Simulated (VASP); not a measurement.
# BAs (zincblende type) (F-43m) in VASP: notebook

Runs on BAs (zincblende type). Level: PBEsol. Tasks: single point, relaxation of cell and atoms.

All numbers are computed with VASP 6.6.1; they aren't measurements. Logs are shortened: lines on timing, memory, paths and dates and some standing lists are left out, and cuts for length are marked.

## (1) The cell of the first run

Symmetry: F-43m, No. 216, cubic system. The conventional cell has a = 4.670 Å, b = 4.670 Å, c = 4.670 Å, α = 90.00°, β = 90.00°, γ = 90.00°. Within 2.7 Å of B (site symmetry -43m) lie 4 As at 2.02 Å. Within 2.7 Å of As (site symmetry -43m) lie 4 B at 2.02 Å.

## (2) Single point, PBEsol (12.73 Å³/atom)

The input, INCAR:

```
SYSTEM = BAs
  ALGO = Normal
  EDIFF = 1E-7
  ENCUT = 520
  GGA = PS
  ISIF = 2
  ISMEAR = -1
  LASPH = .True.
  LCHARG = .False.
  LREAL = .False.
  LWAVE = .False.
  NBANDS = 11
  NELM = 60
  PREC = Accurate
  SIGMA = 0.05
```

The input, KPOINTS:

```
k-points
0
Gamma
  14 14 14
  0 0 0
```

The input, POSCAR:

```
BAs
1.0
    0.0000000000      2.3351338051      2.3351338051
    2.3351338051      0.0000000000      2.3351338051
    2.3351338051      2.3351338051      0.0000000000
B As
1 1
Direct
    0.0000000000      0.0000000000      0.0000000000
    0.2500000000      0.2500000000      0.2500000000
```

Potentials or basis: VASP PAW PBE potentials, release 64 (B, As).

Launch:

```sh
> cat potpaw_PBE.64/B/POTCAR potpaw_PBE.64/As/POTCAR > POTCAR
> mpirun -np 1 vasp_std > vasp.out
```

OUTCAR:

```text
SYSTEM = BAs
   EDIFF = 1E-7
   ENCUT = 520
   GGA = PS
   ISIF = 2
   ISMEAR = -1
   LASPH = .True.
   LREAL = .False.
   NELM = 60
   PREC = Accurate

 ion  position               nearest neighbor table
   1  0.000  0.000  0.000-   2 2.02   2 2.02   2 2.02   2 2.02
   2  0.250  0.250  0.250-   1 2.02   1 2.02   1 2.02   1 2.02

  LATTYP: Found a face centered cubic cell.
 ALAT       =     4.6702676102

  Lattice vectors:

 A1 = (   0.0000000000,   2.3351338051,   2.3351338051)
 A2 = (   2.3351338051,   0.0000000000,   2.3351338051)
 A3 = (   2.3351338051,   2.3351338051,   0.0000000000)

Analysis of symmetry for initial positions (statically):
=====================================================================
 Subroutine PRICEL returns:
 Original cell was already a primitive cell.

 Routine SETGRP: Setting up the symmetry group for a
 face centered cubic supercell.

 Subroutine GETGRP returns: Found 24 space group operations
 (whereof 24 operations were pure point group operations)
 out of a pool of 48 trial point group operations.

The static configuration has the point symmetry T_d .

Analysis of symmetry for dynamics (positions and initial velocities):
=====================================================================
 Subroutine PRICEL returns:
 Original cell was already a primitive cell.

 Routine SETGRP: Setting up the symmetry group for a
 face centered cubic supercell.

 Subroutine GETGRP returns: Found 24 space group operations
 (whereof 24 operations were pure point group operations)
 out of a pool of 48 trial point group operations.

The dynamic configuration has the point symmetry T_d .

 Subroutine INISYM returns: Found 24 space group operations
 (whereof 24 operations are pure point group operations),
 and found     1 'primitive' translations

----------------------------------------------------------------------------------------

                                     Primitive cell

  volume of cell :      25.4663

  direct lattice vectors                    reciprocal lattice vectors
     0.000000000  2.335133805  2.335133805    -0.214120492  0.214120492  0.214120492
     2.335133805  0.000000000  2.335133805     0.214120492 -0.214120492  0.214120492
     2.335133805  2.335133805  0.000000000     0.214120492  0.214120492 -0.214120492

  length of vectors
     3.302377897  3.302377897  3.302377897     0.370867572  0.370867572  0.370867572

  position of ions in fractional coordinates (direct lattice)
     0.000000000  0.000000000  0.000000000
     0.250000000  0.250000000  0.250000000

  ion indices of the primitive-cell ions
[... 85 lines left out ...]
   PSTRESS=    0.0 pullay stress
   NELECT =       8.0000    total number of electrons
   NUPDOWN=      -1.0000    fix difference up-down
   EMIN   =  10.00;   EMAX   =-10.00  energy-range for DOS
   EFERMI =   0.00;   METHOD = LEGACY
   ISMEAR =    -1;   SIGMA  =   0.05  broadening in eV -4-tet -1-fermi 0-gaus
   EFERMI_NEDOS =   21; number of points for ismear=-14 and -15
   IALGO  =     38    algorithm
   IMIX   =      4    mixing-type and parameters
     AMIX     =   0.40;   BMIX     =  1.00
     AMIX_MAG =   1.60;   BMIX_MAG =  1.00
  volume/ion in A,a.u.               =      12.73        85.93
  Fermi-wavevector in a.u.,A,eV,Ry     =   1.112884  2.103045 16.850949  1.238510
  Thomas-Fermi vector in A             =   2.249462
   LORBIT       =      0    0 simple, 1 ext, 2 COOP (PROOUT), +10 PAW based schemes
   GGA     = PS    functional components
   LHFCALC =     F    Hartree Fock is set to
   AEXX    =    0.0000 exact exchange contribution
   IVDW    =     0    specifies the selected vdW correction
   LEPSILON=     F    determine dielectric tensor
   LRPA    =     F    only Hartree local field effects (RPA)
 non-spin polarized calculation
  energy-cutoff  :      520.00
  volume of cell :       25.47
 maximum number of plane-waves:       701
 NGX is ok and might be reduce to    28
   NGX = 13   NGY = 13   NGZ = 13

 number of electron       8.0000000 magnetization

 Free energy of the ion-electron system (eV)
  ---------------------------------------------------
  ext. energy  EPLUGINS =         0.00000000
  ---------------------------------------------------
  free energy    TOTEN  =       -12.14535851 eV

  energy without entropy =      -12.14535832  energy(sigma->0) =      -12.14535842

 E-fermi :   7.3023     XC(G=0): -11.0214

 val. band max:        6.8125504207   @ k =   0.0000   0.0000   0.0000
 cond. band min:       7.8329859375   @ k =   0.4286   0.4286   0.0000
 fundamental gap:      1.0204355168
 Fermi energy:         7.3022555925

 k-point     1 :       0.0000    0.0000    0.0000
  band No.  band energies     occupation
      1      -9.2631      2.00000
      2       6.8126      1.99989
      3       6.8126      1.99989
      4       6.8126      1.99989
      5      10.1407      0.00000
      6      10.1407      0.00000
      7      10.1407      0.00000
      8      12.3702      0.00000
      9      16.5076      0.00000
     10      20.0287      0.00000
     11      20.0287      0.00000
[... 309 lines left out ...]
 k-point    24 :       0.2857    0.1429    0.0000
  band No.  band energies     occupation
      1      -7.9777      2.00000
      2       1.9849      2.00000
      3       4.4442      2.00000
      4       4.6587      2.00000
      5       9.6025      0.00000
      6      12.3127      0.00000
      7      13.3057      0.00000
      8      13.3133      0.00000
      9      17.7186      0.00000
     10      19.9834      0.00000
     11      20.3285      0.00000

 [... further k-points ...]

------------------------ aborting loop because EDIFF is reached ----------------------------------------

  FORCE on cell =-STRESS in cart. coord.  units (eV):
  Direction    XX          YY          ZZ          XY          YZ          ZX
  --------------------------------------------------------------------------------------
  -------------------------------------------------------------------------------------
  Total        1.7552298      1.7552298      1.7552298      0.0000000      0.0000000      0.0000000
  in kB      110.4280153    110.4280153    110.4280153      0.0000000      0.0000000      0.0000000
  external PRESSURE =     110.4280153 kB  Pullay stress =       0.0000000 kB

 VOLUME and BASIS-vectors are now :
 -----------------------------------------------------------------------------
  energy-cutoff  :      520.00
  volume of cell :       25.47
      direct lattice vectors                 reciprocal lattice vectors
     0.000000000  2.335133805  2.335133805    -0.214120492  0.214120492  0.214120492
     2.335133805  0.000000000  2.335133805     0.214120492 -0.214120492  0.214120492
     2.335133805  2.335133805  0.000000000     0.214120492  0.214120492 -0.214120492

 POSITION                                       TOTAL-FORCE (eV/Angst)
 -----------------------------------------------------------------------------------
      0.00000      0.00000      0.00000         0.000000      0.000000      0.000000
      1.16757      1.16757      1.16757        -0.000000     -0.000000     -0.000000
 -----------------------------------------------------------------------------------
    total drift:                               -0.000000     -0.000000     -0.000000

  FREE ENERGIE OF THE ION-ELECTRON SYSTEM (eV)
  ---------------------------------------------------
  free  energy   TOTEN  =       -12.1453585117 eV

  energy  without entropy=      -12.1453583202  energy(sigma->0) =      -12.14535842
```

stdout:

```text
POSCAR found type information on POSCAR B As
 POSCAR found :  2 types and       2 ions
 scaLAPACK will be used
 -----------------------------------------------------------------------------
|                                                                             |
|                                                                             |
|     You enforced a specific xc type in the INCAR file but a different       |
|     I HOPE YOU KNOW WHAT YOU ARE DOING!                                     |
|                                                                             |
 -----------------------------------------------------------------------------

 LDA part: xc-table for (Slater+PW92), standard interpolation
 POSCAR, INCAR and KPOINTS ok, starting setup
 FFT: planning ... GRIDC
 FFT: planning ... GRID_SOFT
 FFT: planning ... GRID
 WAVECAR not read
 entering main loop
```

It took 21 s on 1 thread of Intel Xeon Platinum 8488C (Sapphire Rapids), shared host; peak memory 0.17 GiB.

What came out:

```
Free energy            : -12.1454 eV
Pressure               : 11.0 GPa
Band gap on the k mesh : 1.02 eV (least direct gap 3.33 eV)
```

Levels at points of the mesh, in eV from the valence-band top:
```csv
k point,band 1,band 2,band 3,band 4,band 5,band 6,band 7,band 8
"(0.00, 0.00, 0.00)",-16.08,0.00,0.00,0.00,3.33,3.33,3.33,5.56
"(0.50, 0.00, 0.00)",-12.94,-9.35,-1.95,-1.95,3.06,4.80,4.80,8.82
"(0.50, 0.50, 0.00)",-11.52,-8.92,-4.40,-4.40,1.25,1.25,12.00,12.00
```

Caveat: the cell stands under pressure; the PAW data sets were made with another functional, which shifts forces and pressure a little. A k mesh can miss the band edges.

(Part 1 of 2 ends here.)
